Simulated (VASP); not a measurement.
Tl: single point with PBEsol

The system is Tl.

```
CELL_PARAMETERS angstrom
3.45600 0.00000 0.00000
-1.72800 2.99298 0.00000
0.00000 0.00000 5.52500
ATOMIC_POSITIONS crystal
Tl 0.33333 0.66667 0.31787
Tl 0.66667 0.33333 0.75000
```

```json
{
  "Program": "VASP 6.6.1",
  "Task": "single point",
  "Functional": "PBEsol",
  "Potentials or basis": "VASP PAW PBE potentials, release 64 (Tl_d)",
  "Cutoff": "500 eV",
  "k mesh": "12 × 12 × 8",
  "Occupations": "gaussian, width 0.1 eV",
  "Spin": "no spin polarisation",
  "Dipole correction": "no",
  "Further INCAR settings": "ALGO = Normal; EDIFF = 1e-06; NBANDS = 20"
}
```

```yaml
Pressure: 2.0 GPa
Largest_force: 1.103 eV/Å
Band_gap_on_the_k_mesh: zero (bands 13 and 14 overlap by 4.76 eV)
```

Forces in eV/Å, atoms in the order of the input:
```
Tl   0.000  0.000 -1.103
Tl   0.000  0.000  1.103
```

Stress tensor (GPa, compression positive):
```
1.82 0.00 0.00
0.00 1.82 0.00
0.00 0.00 2.41
```

Levels at points of the mesh, in eV from the Fermi level:
```tsv
k point	band 9	band 10	band 11	band 12	band 13	band 14	band 15	band 16	band 17	band 18
(0.00, 0.00, 0.00)	-11.02	-11.02	-10.34	-5.01	-2.69	7.83	7.83	9.99	9.99	10.10
(0.50, 0.00, 0.00)	-11.07	-10.94	-5.94	-4.80	-0.71	0.39	1.73	3.71	3.96	8.06
(0.00, 0.00, 0.50)	-11.05	-11.05	-9.65	-7.68	2.63	4.31	8.42	8.42	9.30	9.30
(0.50, 0.00, 0.50)	-11.06	-10.99	-5.32	-4.43	-2.60	-1.74	4.70	6.11	6.40	6.45
```

Run time: 37 s on 1 thread of Intel(R) Xeon(R) 6975P-C (Granite Rapids), on a shared host, peak memory 0.25 GiB.

Caveat: the PAW data sets were made with another functional, which shifts forces and pressure a little; spin-orbit coupling is left out, which moves the levels of the heavy elements.
